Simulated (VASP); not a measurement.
# Mo (I4/mmm) in VASP: further runs, part 2 of 2

VASP 6.6.1.

## (5) Single point, PBE (strain -0.040 along x and y, +0.040 along z)

INCAR reads:

```
SYSTEM = Mo
ALGO = Normal
EDIFF = 1E-6
ENCUT = 520
GGA = PE
ISIF = 2
ISMEAR = 0
LASPH = .TRUE.
LCHARG = .FALSE.
LREAL = .FALSE.
LWAVE = .FALSE.
NBANDS = 13
NELM = 60
PREC = Accurate
SIGMA = 0.15
```

KPOINTS reads:

```
k-points
0
G
  20 20 20
  0 0 0
```

POSCAR reads:

```
Mo
1.0
    0.0000000000      1.9344000000      2.0956000000
    1.9344000000      0.0000000000      2.0956000000
    1.9344000000      1.9344000000      0.0000000000
Mo
1
Direct
    0.0000000000      0.0000000000      0.0000000000
```

Potentials or basis: VASP PAW PBE potentials, release 64 (Mo_sv).

Command:

```console
$ cat potpaw_PBE.64/Mo_sv/POTCAR > POTCAR
$ mpirun -np 1 vasp_std > vasp.out
```

OUTCAR:

```text
SYSTEM = Mo
   EDIFF = 1E-6
   ENCUT = 520
   GGA = PE
   ISIF = 2
   ISMEAR = 0
   LASPH = .TRUE.
   LREAL = .FALSE.
   NELM = 60
   PREC = Accurate

 ion  position               nearest neighbor table
   1  0.000  0.000  0.000-

  LATTYP: Found a body centered tetragonal cell.
 ALAT       =     2.7356547151
 C/A-ratio  =     1.5320646926

  Lattice vectors:

 A1 = (  -1.9344000000,   0.0000000000,   2.0956000000)
 A2 = (   1.9344000000,   0.0000000000,   2.0956000000)
 A3 = (   0.0000000000,   1.9344000000,  -2.0956000000)

Analysis of symmetry for initial positions (statically):
=====================================================================
 Subroutine PRICEL returns:
 Original cell was already a primitive cell.

 Routine SETGRP: Setting up the symmetry group for a
 body centered tetragonal supercell.

 Subroutine GETGRP returns: Found 16 space group operations
 (whereof 16 operations were pure point group operations)
 out of a pool of 16 trial point group operations.

The static configuration has the point symmetry D_4h.

Analysis of symmetry for dynamics (positions and initial velocities):
=====================================================================
 Subroutine PRICEL returns:
 Original cell was already a primitive cell.

 Routine SETGRP: Setting up the symmetry group for a
 body centered tetragonal supercell.

 Subroutine GETGRP returns: Found 16 space group operations
 (whereof 16 operations were pure point group operations)
 out of a pool of 16 trial point group operations.

The dynamic configuration has the point symmetry D_4h.

 Subroutine INISYM returns: Found 16 space group operations
 (whereof 16 operations are pure point group operations),
 and found     1 'primitive' translations

----------------------------------------------------------------------------------------

                                     Primitive cell

  volume of cell :      15.6831

  direct lattice vectors                    reciprocal lattice vectors
     0.000000000  1.934400000  2.095600000    -0.258478081  0.258478081  0.238595152
     1.934400000  0.000000000  2.095600000     0.258478081 -0.258478081  0.238595152
     1.934400000  1.934400000  0.000000000     0.258478081  0.258478081 -0.238595152

  length of vectors
     2.851919129  2.851919129  2.735654715     0.436519740  0.436519740  0.436519740

  position of ions in fractional coordinates (direct lattice)
     0.000000000  0.000000000  0.000000000

  ion indices of the primitive-cell ions
   primitive index   ion index
                 1           1

----------------------------------------------------------------------------------------

 KPOINTS: k-points

Automatic generation of k-mesh.
 Grid dimensions read from file:
 generate k-points for:   20   20   20

 Generating k-lattice:

  Cartesian coordinates                     Fractional coordinates (reciprocal lattice)
    -0.012923904  0.012923904  0.011929758     0.050000000 -0.000000000  0.000000000
     0.012923904 -0.012923904  0.011929758    -0.000000000  0.050000000  0.000000000
     0.012923904  0.012923904 -0.011929758     0.000000000  0.000000000  0.050000000

  Length of vectors
     0.021825987  0.021825987  0.021825987

  Shift w.r.t. Gamma in fractional coordinates (k-lattice)
     0.000000000  0.000000000  0.000000000

 Subroutine IBZKPT returns following result:
 ===========================================

 Found    641 irreducible k-points:

 Following reciprocal coordinates:
            Coordinates               Weight
  0.000000  0.000000  0.000000      1.000000
  0.050000 -0.000000  0.000000      8.000000
  0.100000 -0.000000  0.000000      8.000000
  0.150000 -0.000000  0.000000      8.000000
  0.200000 -0.000000  0.000000      8.000000
  0.250000  0.000000  0.000000      8.000000
[... 16 lines left out ...]
 -0.400000  0.050000  0.000000      8.000000
 -0.350000  0.050000  0.000000      8.000000
 [... further k-points ...]
   k-points           NKPTS =    641   k-points in BZ     NKDIM =    641   number of bands    NBANDS=     13
   number of dos      NEDOS =    301   number of ions     NIONS =      1
   total plane-waves  NPLWV =  11520
   dimension x,y,z NGX =    24 NGY =   24 NGZ =   20
   dimension x,y,z NGXF=    48 NGYF=   48 NGZF=   40
   ions per type =               1
   NGX,Y,Z   is equivalent  to a cutoff of  13.99, 13.99, 12.15 a.u.
   NGXF,Y,Z  is equivalent  to a cutoff of  27.98, 27.98, 24.31 a.u.
 SYSTEM =  Mo
   PREC   = accura    normal or accurate (medium, high low for compatibility)
   ISTART =      0    job   : 0-new  1-cont  2-samecut
   ICHARG =      2    charge: 1-file 2-atom 10-const
   ISPIN  =      1    spin polarized calculation?
   LNONCOLLINEAR =      F non collinear calculations
   LSORBIT =      F    spin-orbit coupling
   LASPH  =      T    aspherical Exc in radial PAW
   ENCUT  =  520.0 eV  38.22 Ry    6.18 a.u.   5.30  5.30  5.09*2*pi/ulx,y,z
   NELM   =     60;   NELMIN=  2; NELMDL= -5     # of ELM steps
   EDIFF  = 0.1E-05   stopping-criterion for ELM
   LREAL  =      F    real-space projection
   EDIFFG = 0.1E-04   stopping-criterion for IOM
   NSW    =      0    number of steps for IOM
   IBRION =     -1    ionic relax: 0-MD 1-quasi-New 2-CG
   NFREE  =      0    steps in history (QN), initial steepest desc. (CG)
   ISIF   =      2    stress and relaxation
   ISYM   =      2    0-nonsym 1-usesym 2-fastsym
   POTIM  = 0.5000    time-step for ionic-motion
   TEBEG  =    0.0;   TEEND  =   0.0 temperature during run
   PSTRESS=    0.0 pullay stress
   NELECT =      14.0000    total number of electrons
   NUPDOWN=      -1.0000    fix difference up-down
   EMIN   =  10.00;   EMAX   =-10.00  energy-range for DOS
   EFERMI =   0.00;   METHOD = LEGACY
   ISMEAR =     0;   SIGMA  =   0.15  broadening in eV -4-tet -1-fermi 0-gaus
   EFERMI_NEDOS =   21; number of points for ismear=-14 and -15
   IALGO  =     38    algorithm
   IMIX   =      4    mixing-type and parameters
     AMIX     =   0.40;   BMIX     =  1.00
     AMIX_MAG =   1.60;   BMIX_MAG =  1.00
  volume/ion in A,a.u.               =      15.68       105.83
  Fermi-wavevector in a.u.,A,eV,Ry     =   1.576306  2.978786 33.806948  2.484741
  Thomas-Fermi vector in A             =   2.677159
   LORBIT       =      0    0 simple, 1 ext, 2 COOP (PROOUT), +10 PAW based schemes
   GGA     = PE    functional components
   LHFCALC =     F    Hartree Fock is set to
   AEXX    =    0.0000 exact exchange contribution
   IVDW    =     0    specifies the selected vdW correction
   LEPSILON=     F    determine dielectric tensor
   LRPA    =     F    only Hartree local field effects (RPA)
 non-spin polarized calculation
 Gauss-broadening in eV      SIGMA  =   0.15
  energy-cutoff  :      520.00
  volume of cell :       15.68
 maximum number of plane-waves:       435
 NGX is ok and might be reduce to    24
   NGX = 11   NGY = 11   NGZ = 11

 number of electron      13.9999998 magnetization

 Free energy of the ion-electron system (eV)
  ---------------------------------------------------
  ext. energy  EPLUGINS =         0.00000000
  ---------------------------------------------------
  free energy    TOTEN  =       -10.54248919 eV

  energy without entropy =      -10.52787645  energy(sigma->0) =      -10.53518282

 E-fermi :  12.2307     XC(G=0): -13.3551

 val. band max:       12.2302339174   @ k =  -0.1500   0.0000   0.1500
 cond. band min:      12.2314145765   @ k =   0.2000   0.0500   0.1500
 fundamental gap:      0.0011806591
 Fermi energy:        12.2307236614

 k-point     1 :       0.0000    0.0000    0.0000
  band No.  band energies     occupation
      1     -48.6104      2.00000
      2     -21.9595      2.00000
      3     -21.8714      2.00000
      4     -21.8714      2.00000
      5       5.3234      2.00000
      6      10.7160      2.00000
      7      11.7509      1.99999
      8      11.7509      1.99999
      9      13.3414      0.00000
     10      14.8008      0.00000
     11      25.3269      0.00000
     12      28.9403      0.00000
     13      31.5180      0.00000
[... 353 lines left out ...]
 k-point    24 :      -0.3500    0.0500    0.0000
  band No.  band energies     occupation
      1     -48.3983      2.00000
      2     -23.0957      2.00000
      3     -22.1760      2.00000
      4     -21.9509      2.00000
      5       7.6064      2.00000
      6      10.8736      2.00000
      7      11.9934      1.97476
      8      12.0474      1.91609
      9      15.0441      0.00000
     10      16.0483      0.00000
     11      24.3145      0.00000
     12      27.0076      0.00000
     13      32.4670      0.00000

 [... further k-points ...]

------------------------ aborting loop because EDIFF is reached ----------------------------------------

  FORCE on cell =-STRESS in cart. coord.  units (eV):
  Direction    XX          YY          ZZ          XY          YZ          ZX
  --------------------------------------------------------------------------------------
  -------------------------------------------------------------------------------------
  Total        0.3170853      0.3170853      1.2085430      0.0000000      0.0000000      0.0000000
  in kB       32.3933404     32.3933404    123.4643973      0.0000000      0.0000000      0.0000000
  external PRESSURE =      62.7503594 kB  Pullay stress =       0.0000000 kB

 VOLUME and BASIS-vectors are now :
 -----------------------------------------------------------------------------
  energy-cutoff  :      520.00
  volume of cell :       15.68
      direct lattice vectors                 reciprocal lattice vectors
     0.000000000  1.934400000  2.095600000    -0.258478081  0.258478081  0.238595152
     1.934400000  0.000000000  2.095600000     0.258478081 -0.258478081  0.238595152
     1.934400000  1.934400000  0.000000000     0.258478081  0.258478081 -0.238595152

 POSITION                                       TOTAL-FORCE (eV/Angst)
 -----------------------------------------------------------------------------------
      0.00000      0.00000      0.00000        -0.000000      0.000000      0.000000
 -----------------------------------------------------------------------------------
    total drift:                               -0.000000     -0.000000     -0.000000

  FREE ENERGIE OF THE ION-ELECTRON SYSTEM (eV)
  ---------------------------------------------------
  free  energy   TOTEN  =       -10.5424891946 eV

  energy  without entropy=      -10.5278764538  energy(sigma->0) =      -10.53518282
```

OSZICAR:

```text
N       E                     dE             d eps       ncg     rms          rms(c)
DAV:   1     0.931561777117E+02    0.93156E+02   -0.80889E+03 16836   0.111E+03
DAV:   2    -0.995587169880E+01   -0.10311E+03   -0.99421E+02 19256   0.311E+02
DAV:   3    -0.111386357443E+02   -0.11828E+01   -0.11790E+01 18551   0.331E+01
DAV:   4    -0.111413031794E+02   -0.26674E-02   -0.26674E-02 18816   0.191E+00
DAV:   5    -0.111413202861E+02   -0.17107E-04   -0.17108E-04 18736   0.137E-01    0.141E+01
DAV:   6    -0.106181029702E+02    0.52322E+00   -0.67912E-01 17071   0.990E+00    0.400E+00
DAV:   7    -0.105460957136E+02    0.72007E-01   -0.13714E-01 18761   0.422E+00    0.786E-01
DAV:   8    -0.105424487236E+02    0.36470E-02   -0.38164E-03 17051   0.780E-01    0.140E-01
DAV:   9    -0.105424779177E+02   -0.29194E-04   -0.98422E-05 19616   0.121E-01    0.674E-02
DAV:  10    -0.105424889706E+02   -0.11053E-04   -0.11837E-05 17276   0.405E-02    0.237E-03
DAV:  11    -0.105424891946E+02   -0.22403E-06   -0.15924E-07  9823   0.466E-03
   1 F= -.10542489E+02 E0= -.10535183E+02  d E =-.146127E-01
```

stdout:

```text
POSCAR found type information on POSCAR Mo
 POSCAR found :  1 types and       1 ions
 scaLAPACK will be used
 LDA part: xc-table for (Slater+PW92), standard interpolation
 POSCAR, INCAR and KPOINTS ok, starting setup
 FFT: planning ... GRIDC
 FFT: planning ... GRID_SOFT
 FFT: planning ... GRID
 WAVECAR not read
 entering main loop
```

Run time: 62 s. Hardware: 1 thread of AMD EPYC 9R45 (Zen 5), shared host; peak memory 0.2 GiB.

Results:

```yaml
Free_energy: -10.5425 eV
Pressure: 6.3 GPa
Band_gap_on_the_k_mesh: zero (band 7 reaches 16.06 eV, above the bottom of band 8 at 11.70 eV)
```

Stress tensor (GPa, compression positive):
```
 3.24  0.00  0.00
 0.00  3.24  0.00
 0.00  0.00 12.35
```

Caveat: the cell differs from its parent crystal (strain -0.040 along x and y, +0.040 along z).

## (6) Summary

```csv
cell,gap on the mesh (eV),pressure (GPa)
"a = 2.679, b = 2.679, c = 2.736 Å, angles 59.3, 59.3, 61.4°, 1 atom",none,46.9
"a = 2.793, b = 2.793, c = 2.736 Å, angles 60.7, 60.7, 58.6°, 1 atom",none,17.2
"a = 2.793, b = 2.793, c = 2.850 Å, angles 59.3, 59.3, 61.3°, 1 atom",none,5.7
"a = 2.852, b = 2.852, c = 2.736 Å, angles 61.3, 61.3, 57.3°, 1 atom",none,6.3
```

Alike in all rows: task single point; level PBE; potentials or basis VASP PAW PBE potentials, release 64 (Mo_sv); no spin polarisation; k mesh 20 × 20 × 20; cutoff (eV) 520; smearing gaussian 0.15 eV.

Total energies depend on the potentials used, so only differences within one code and one set of settings carry meaning.
